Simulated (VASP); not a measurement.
# GaAs (F-43m) in VASP: notebook

GaAs is run at these levels: PBEsol; tasks: single point, relaxation of cell and atoms.

All numbers are computed with VASP 6.6.1; they aren't measurements. Logs are shortened: lines on timing, memory, paths and dates and some standing lists are left out, and cuts for length are marked.

## 1. The cell of the first run

Symmetry: F-43m, No. 216, cubic system. The conventional cell has a = 5.659 Å, b = 5.659 Å, c = 5.659 Å, α = 90.00°, β = 90.00°, γ = 90.00°. Ga (site symmetry -43m) has 4 As at 2.45 Å within 3.2 Å. Within 3.2 Å of As (site symmetry -43m) lie 4 Ga at 2.45 Å.

## 2. Single point, PBEsol

File INCAR:

```
PREC = Accurate
ENCUT = 500
EDIFF = 1E-6
ISMEAR = 0
SIGMA = 0.05
LREAL = F
LASPH = T
NELM = 120
ALGO = Normal
ISIF = 2
LWAVE = F
LCHARG = F
GGA = PS
NBANDS = 16
GGA_COMPAT = F
```

File KPOINTS:

```
regular mesh
0
Gamma
  8 8 8
```

File POSCAR:

```
GaAs
1.0
    0.0000000000      2.8293000000      2.8293000000
    2.8293000000      0.0000000000      2.8293000000
    2.8293000000      2.8293000000      0.0000000000
Ga As
1 1
Direct
    0.0000000000      0.0000000000      0.0000000000
    0.2500000000      0.2500000000      0.2500000000
```

Potentials or basis: VASP PAW PBE potentials, release 64 (Ga_d, As).

Command:

```bash
$ cat potpaw_PBE.64/Ga_d/POTCAR potpaw_PBE.64/As/POTCAR > POTCAR
$ mpirun -np 1 vasp_std > vasp.out
```

OUTCAR:

```text
PREC = Accurate
   ENCUT = 500
   EDIFF = 1E-6
   ISMEAR = 0
   LREAL = F
   LASPH = T
   NELM = 120
   ISIF = 2
   GGA = PS

 ion  position               nearest neighbor table
   1  0.000  0.000  0.000-   2 2.45   2 2.45   2 2.45   2 2.45
   2  0.250  0.250  0.250-   1 2.45   1 2.45   1 2.45   1 2.45

  LATTYP: Found a face centered cubic cell.
 ALAT       =     5.6586000000

  Lattice vectors:

 A1 = (   0.0000000000,   2.8293000000,   2.8293000000)
 A2 = (   2.8293000000,   0.0000000000,   2.8293000000)
 A3 = (   2.8293000000,   2.8293000000,   0.0000000000)

Analysis of symmetry for initial positions (statically):
=====================================================================
 Subroutine PRICEL returns:
 Original cell was already a primitive cell.

 Routine SETGRP: Setting up the symmetry group for a
 face centered cubic supercell.

 Subroutine GETGRP returns: Found 24 space group operations
 (whereof 24 operations were pure point group operations)
 out of a pool of 48 trial point group operations.

The static configuration has the point symmetry T_d .

Analysis of symmetry for dynamics (positions and initial velocities):
=====================================================================
 Subroutine PRICEL returns:
 Original cell was already a primitive cell.

 Routine SETGRP: Setting up the symmetry group for a
 face centered cubic supercell.

 Subroutine GETGRP returns: Found 24 space group operations
 (whereof 24 operations were pure point group operations)
 out of a pool of 48 trial point group operations.

The dynamic configuration has the point symmetry T_d .

 Subroutine INISYM returns: Found 24 space group operations
 (whereof 24 operations are pure point group operations),
 and found     1 'primitive' translations

----------------------------------------------------------------------------------------

                                     Primitive cell

  volume of cell :      45.2967

  direct lattice vectors                    reciprocal lattice vectors
     0.000000000  2.829300000  2.829300000    -0.176722157  0.176722157  0.176722157
     2.829300000  0.000000000  2.829300000     0.176722157 -0.176722157  0.176722157
     2.829300000  2.829300000  0.000000000     0.176722157  0.176722157 -0.176722157

  length of vectors
     4.001234432  4.001234432  4.001234432     0.306091755  0.306091755  0.306091755

  position of ions in fractional coordinates (direct lattice)
     0.000000000  0.000000000  0.000000000
     0.250000000  0.250000000  0.250000000

  ion indices of the primitive-cell ions
   primitive index   ion index
                 1           1
                 2           2

----------------------------------------------------------------------------------------

 KPOINTS: regular mesh

Automatic generation of k-mesh.
 Grid dimensions read from file:
 generate k-points for:    8    8    8

 Generating k-lattice:

  Cartesian coordinates                     Fractional coordinates (reciprocal lattice)
    -0.022090270  0.022090270  0.022090270     0.125000000  0.000000000  0.000000000
     0.022090270 -0.022090270  0.022090270     0.000000000  0.125000000  0.000000000
     0.022090270  0.022090270 -0.022090270     0.000000000  0.000000000  0.125000000

  Length of vectors
     0.038261469  0.038261469  0.038261469

  Shift w.r.t. Gamma in fractional coordinates (k-lattice)
     0.000000000  0.000000000  0.000000000

 Subroutine IBZKPT returns following result:
 ===========================================

 Found     29 irreducible k-points:

 Following reciprocal coordinates:
            Coordinates               Weight
  0.000000  0.000000  0.000000      1.000000
  0.125000  0.000000  0.000000      8.000000
  0.250000  0.000000  0.000000      8.000000
  0.375000  0.000000  0.000000      8.000000
  0.500000  0.000000  0.000000      4.000000
  0.125000  0.125000  0.000000      6.000000
[... 16 lines left out ...]
  0.500000  0.250000  0.125000     48.000000
 -0.375000  0.250000  0.125000     24.000000
 [... further k-points ...]
   k-points           NKPTS =     29   k-points in BZ     NKDIM =     29   number of bands    NBANDS=     16
   number of dos      NEDOS =    301   number of ions     NIONS =      2
   total plane-waves  NPLWV =  27000
   dimension x,y,z NGX =    30 NGY =   30 NGZ =   30
   dimension x,y,z NGXF=    60 NGYF=   60 NGZF=   60
   ions per type =               1   1
   NGX,Y,Z   is equivalent  to a cutoff of  12.46, 12.46, 12.46 a.u.
   NGXF,Y,Z  is equivalent  to a cutoff of  24.93, 24.93, 24.93 a.u.
 SYSTEM =  unknown system
   PREC   = accura    normal or accurate (medium, high low for compatibility)
   ISTART =      0    job   : 0-new  1-cont  2-samecut
   ICHARG =      2    charge: 1-file 2-atom 10-const
   ISPIN  =      1    spin polarized calculation?
   LNONCOLLINEAR =      F non collinear calculations
   LSORBIT =      F    spin-orbit coupling
   LASPH  =      T    aspherical Exc in radial PAW
   ENCUT  =  500.0 eV  36.75 Ry    6.06 a.u.   7.30  7.30  7.30*2*pi/ulx,y,z
   NELM   =    120;   NELMIN=  2; NELMDL= -5     # of ELM steps
   EDIFF  = 0.1E-05   stopping-criterion for ELM
   LREAL  =      F    real-space projection
   EDIFFG = 0.1E-04   stopping-criterion for IOM
   NSW    =      0    number of steps for IOM
   IBRION =     -1    ionic relax: 0-MD 1-quasi-New 2-CG
   NFREE  =      0    steps in history (QN), initial steepest desc. (CG)
   ISIF   =      2    stress and relaxation
   ISYM   =      2    0-nonsym 1-usesym 2-fastsym
   POTIM  = 0.5000    time-step for ionic-motion
   TEBEG  =    0.0;   TEEND  =   0.0 temperature during run
   PSTRESS=    0.0 pullay stress
   NELECT =      18.0000    total number of electrons
   NUPDOWN=      -1.0000    fix difference up-down
   EMIN   =  10.00;   EMAX   =-10.00  energy-range for DOS
   EFERMI =   0.00;   METHOD = LEGACY
   ISMEAR =     0;   SIGMA  =   0.05  broadening in eV -4-tet -1-fermi 0-gaus
   EFERMI_NEDOS =   21; number of points for ismear=-14 and -15
   IALGO  =     38    algorithm
   IMIX   =      4    mixing-type and parameters
     AMIX     =   0.40;   BMIX     =  1.00
     AMIX_MAG =   1.60;   BMIX_MAG =  1.00
  volume/ion in A,a.u.               =      22.65       152.84
  Fermi-wavevector in a.u.,A,eV,Ry     =   1.203585  2.274445 19.709620  1.448616
  Thomas-Fermi vector in A             =   2.339334
   LORBIT       =      0    0 simple, 1 ext, 2 COOP (PROOUT), +10 PAW based schemes
   GGA     = PS    functional components
   LHFCALC =     F    Hartree Fock is set to
   AEXX    =    0.0000 exact exchange contribution
   IVDW    =     0    specifies the selected vdW correction
   LEPSILON=     F    determine dielectric tensor
   LRPA    =     F    only Hartree local field effects (RPA)
 non-spin polarized calculation
 Gauss-broadening in eV      SIGMA  =   0.05
  energy-cutoff  :      500.00
  volume of cell :       45.30
 maximum number of plane-waves:      1174
 NGX is ok and might be reduce to    30
   NGX = 15   NGY = 15   NGZ = 15

 number of electron      17.9999993 magnetization

 Free energy of the ion-electron system (eV)
  ---------------------------------------------------
  ext. energy  EPLUGINS =         0.00000000
  ---------------------------------------------------
  free energy    TOTEN  =        -9.08736461 eV

  energy without entropy =       -9.08736461  energy(sigma->0) =       -9.08736461

 E-fermi :   3.9968     XC(G=0):  -9.7607

 val. band max:        3.7815102458   @ k =   0.0000   0.0000   0.0000
 cond. band min:       4.2173713969   @ k =   0.0000   0.0000   0.0000
 fundamental gap:      0.4358611511
 Fermi energy:         3.9967607682

 k-point     1 :       0.0000    0.0000    0.0000
  band No.  band energies     occupation
      1     -10.9908      2.00000
      2     -10.9908      2.00000
      3     -10.9908      2.00000
      4     -10.9114      2.00000
      5     -10.9114      2.00000
      6      -8.9523      2.00000
[... 8 lines left out ...]
     15      13.8834      0.00000
     16      13.8834      0.00000

 k-point     2 :       0.1250    0.0000    0.0000
  band No.  band energies     occupation
      1     -11.0045      2.00000
      2     -10.9872      2.00000
      3     -10.9872      2.00000
      4     -10.9116      2.00000
      5     -10.9116      2.00000
      6      -8.7693      2.00000
[... 8 lines left out ...]
     15      12.9912      0.00000
     16      12.9912      0.00000

 k-point     3 :       0.2500    0.0000    0.0000
  band No.  band energies     occupation
      1     -11.0344      2.00000
      2     -10.9795      2.00000
      3     -10.9795      2.00000
      4     -10.9111      2.00000
      5     -10.9111      2.00000
      6      -8.2583      2.00000
[... 8 lines left out ...]
     15      12.7436      0.00000
     16      12.7436      0.00000

 k-point     4 :       0.3750    0.0000    0.0000
  band No.  band energies     occupation
      1     -11.0611      2.00000
      2     -10.9734      2.00000
      3     -10.9734      2.00000
      4     -10.9090      2.00000
      5     -10.9090      2.00000
      6      -7.5732      2.00000
[... 8 lines left out ...]
     15      13.9107      0.00000
     16      13.9107      0.00000
[... 324 lines left out ...]
 k-point    22 :       0.3750    0.2500    0.1250
  band No.  band energies     occupation
      1     -11.0568      2.00000
      2     -10.9703      2.00000
      3     -10.9675      2.00000
      4     -10.9195      2.00000
      5     -10.9063      2.00000
      6      -7.8280      2.00000
[... 8 lines left out ...]
     15      14.6068      0.00000
     16      15.0671      0.00000

 k-point    23 :       0.5000    0.2500    0.1250
  band No.  band energies     occupation
      1     -11.0734      2.00000
      2     -10.9667      2.00000
      3     -10.9608      2.00000
      4     -10.9183      2.00000
      5     -10.9066      2.00000
      6      -7.1940      2.00000
[... 8 lines left out ...]
     15      14.5081      0.00000
     16      15.9150      0.00000

 k-point    24 :      -0.3750    0.2500    0.1250
  band No.  band energies     occupation
      1     -11.0797      2.00000
      2     -10.9660      2.00000
      3     -10.9584      2.00000
      4     -10.9159      2.00000
      5     -10.9079      2.00000
      6      -6.8392      2.00000
[... 8 lines left out ...]
     15      15.2604      0.00000
     16      15.8142      0.00000

 [... further k-points ...]
[... 5 lines left out ...]
  --------------------------------------------------------------------------------------
  -------------------------------------------------------------------------------------
  Total        0.0426907      0.0426907      0.0426907      0.0000000     -0.0000000     -0.0000000
  in kB        1.5100008      1.5100008      1.5100008      0.0000000     -0.0000000     -0.0000000
  external PRESSURE =       1.5100008 kB  Pullay stress =       0.0000000 kB

 VOLUME and BASIS-vectors are now :
 -----------------------------------------------------------------------------
  energy-cutoff  :      500.00
  volume of cell :       45.30
      direct lattice vectors                 reciprocal lattice vectors
     0.000000000  2.829300000  2.829300000    -0.176722157  0.176722157  0.176722157
     2.829300000  0.000000000  2.829300000     0.176722157 -0.176722157  0.176722157
     2.829300000  2.829300000  0.000000000     0.176722157  0.176722157 -0.176722157

 POSITION                                       TOTAL-FORCE (eV/Angst)
 -----------------------------------------------------------------------------------
      0.00000      0.00000      0.00000        -0.000000     -0.000000     -0.000000
      1.41465      1.41465      1.41465         0.000000      0.000000      0.000000
 -----------------------------------------------------------------------------------
    total drift:                               -0.000000     -0.000000      0.000000

  FREE ENERGIE OF THE ION-ELECTRON SYSTEM (eV)
  ---------------------------------------------------
  free  energy   TOTEN  =        -9.0873646059 eV

  energy  without entropy=       -9.0873646059  energy(sigma->0) =       -9.08736461
```

It took 34 s on 1 thread of AMD EPYC 7R43 (Zen 3), shared host; peak memory 0.13 GiB.

What came out:

```yaml
Free_energy: -9.0874 eV
Pressure: 0.2 GPa
Band_gap_on_the_k_mesh: 0.44 eV, direct
```

Caveat: the PAW data sets were made with another functional, which shifts forces and pressure a little. A k mesh can miss the band edges.

(Part 1 of 2 ends here.)
